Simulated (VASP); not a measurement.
**HgTe: single point with r2SCAN**

HgTe:

```
Hg Te
1.0
     0.00000    3.41974    3.28916
     3.41974    0.00000    3.28916
     3.41974    3.41974    0.00000
Hg Te
1 1
Direct
  0.00000 0.00000 0.00000
  0.25000 0.25000 0.25000
```

This cell differs from its parent crystal: biaxial xy strain +4.0%.

- Program: VASP 6.6.1
- Task: single point
- Functional: r2SCAN
- Potentials or basis: VASP PAW PBE potentials, release 64 (Hg, Te)
- Cutoff: 520 eV
- k mesh: 6 × 6 × 6
- Occupations: fermi-dirac, width 0.02 eV
- Spin: no spin polarisation
- Dipole correction: no
- Further INCAR settings: ALGO = Normal; EDIFF = 1e-06; NBANDS = 16

```yaml
Pressure: -2.6 GPa
Band_gap_on_the_k_mesh: 0.11 eV
```

Stress tensor (GPa, compression positive):
```
-2.75  0.00  0.00
 0.00 -2.75  0.00
 0.00  0.00 -2.17
```

Levels at points of the mesh, in eV from the valence-band top:
| k point | band 5 | band 6 | band 7 | band 8 | band 9 | band 10 | band 11 | band 12 | band 13 | band 14 |
| --- | --- | --- | --- | --- | --- | --- | --- | --- | --- | --- |
| (0.00, 0.00, 0.00) | -6.50 | -6.49 | -0.71 | 0.00 | 0.00 | 0.11 | 4.83 | 4.84 | 4.84 | 6.82 |
| (0.50, 0.00, 0.00) | -6.48 | -6.26 | -4.77 | -0.81 | -0.66 | 0.95 | 5.44 | 5.64 | 7.07 | 8.13 |
| (0.50, 0.50, 0.00) | -6.45 | -6.11 | -4.72 | -1.87 | -1.87 | 1.94 | 3.00 | 8.40 | 8.93 | 8.93 |
| (0.50, 0.00, 0.50) | -6.45 | -6.17 | -4.88 | -1.77 | -1.69 | 2.21 | 3.14 | 8.16 | 8.80 | 8.99 |

Run time: 3.4 min on 1 thread of AMD EPYC 7R43 64-Core Processor (Zen 3), on a shared host, peak memory 0.2 GiB.

Caveat: the cell differs from its parent crystal (biaxial xy strain +4.0%); the PAW data sets were made with another functional, which shifts forces and pressure a little; spin-orbit coupling is left out, which moves the levels of the heavy elements.
